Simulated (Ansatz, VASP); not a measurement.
## As: VASP beside Ansatz

```
CELL_PARAMETERS angstrom
2.95798 0.00000 0.00000
-1.47899 2.56169 0.00000
0.00000 0.00000 4.83038
ATOMIC_POSITIONS crystal
As 0.33333 0.66667 0.25000
As 0.66667 0.33333 0.75000
```

Alike in both runs: task relaxation of cell and atoms; functional PBEsol; k mesh 12 × 12 × 7; occupations fermi-dirac, width 0.1 eV; no spin polarisation.

```csv
,VASP,Ansatz
version,VASP 6.6.1,Ansatz 0.2.0
potentials or method,"VASP PAW PBE potentials, release 64 (As), cutoff 600 eV","plane waves (420 eV) with PAW, scalar-relativistic"
valence electrons in the cell,10,30
```

Ansatz gave:

- relaxed volume (Å³/atom): 18.38
- relaxed cell length with the largest relative difference (Å): 3.029

Task: What did VASP give for the same quantities?

Result: Relaxed volume (Å³/atom): 18.43; relaxed cell length with the largest relative difference (Å): 3.033.

VASP's potentials were made for PBE, not for PBEsol, and Ansatz warns of the same on its side. VASP's potentials hold 10 valence electrons a cell and Ansatz's 30, so a difference there can come from the potentials and not from the codes.
